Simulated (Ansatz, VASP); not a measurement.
**Co: VASP beside Ansatz**

The input INCAR:

```
PREC = Accurate
ENCUT = 520
EDIFF = 1E-6
ISMEAR = -1
SIGMA = 0.08
LREAL = False
LASPH = True
NELM = 150
ALGO = Normal
ISIF = 2
LWAVE = False
LCHARG = False
ISPIN = 2
MAGMOM = 2 2
LORBIT = 11
LMAXMIX = 4
GGA = PE
NBANDS = 20
```

KPOINTS

```
Automatic mesh
0
Gamma
  19 19 10
```

The input POSCAR:

```
Co
1.0
    2.5356834805      0.0000000000      0.0000000000
   -1.2678417403      2.1959663102      0.0000000000
    0.0000000000      0.0000000000      4.1180935048
Co
2
Direct
    0.3333333333      0.6666666667      0.2500000000
    0.6666666667      0.3333333333      0.7500000000
```

Input for Ansatz:

```yaml
crystal:
  lattice:
    - [2.5356834805, 0.0, 0.0]
    - [-1.2678417403, 2.1959663102, 0.0]
    - [0.0, 0.0, 4.1180935048]
  atoms:
    - { symbol: Co, position: [0.3333333333, 0.6666666667, 0.25], spin: 2.0 }
    - { symbol: Co, position: [0.6666666667, 0.3333333333, 0.75], spin: 2.0 }
magnetization:
  spin_polarized: true
kpoints:
  mp_grid: { grid: [19, 19, 10] }
scf:
  occupations: { method: fermi_dirac, width: 0.08 }
hamiltonian:
  xc: pbe
  pseudopotentials: { kind: all_electron, lapw: { basis_error: 0.001 } }
output:
  forces: true
  stress: true
  eigenvalues: true
```

Change from the starting cell: volume scaled by 1.02.

Alike in both runs: task single point; functional PBE; k mesh 19 × 19 × 10; occupations fermi-dirac, width 0.08 eV; collinear spin.

|  | VASP | Ansatz |
| --- | --- | --- |
| version | VASP 6.6.1 | Ansatz 0.2.0 |
| potentials or method | VASP PAW PBE potentials, release 64 (Co), cutoff 520 eV | all-electron LAPW, scalar-relativistic |

|  | VASP | Ansatz | Ansatz less VASP |
| --- | --- | --- | --- |
| pressure (GPa) | -10.5 | -10.1 | +0.44 |
| traceless stress, the component that is largest in VASP (GPa) | -0.62 | -0.49 | +0.127 |
| net moment per atom (μB) | 1.65 | 1.66 | +0.011 |
| size of the moment on the site where the two differ most (μB) | 1.68 | 1.72 | +0.038 |

Site moments also hang on the region over which each program counts them. Ansatz ran all-electron here, and VASP with PAW potentials.
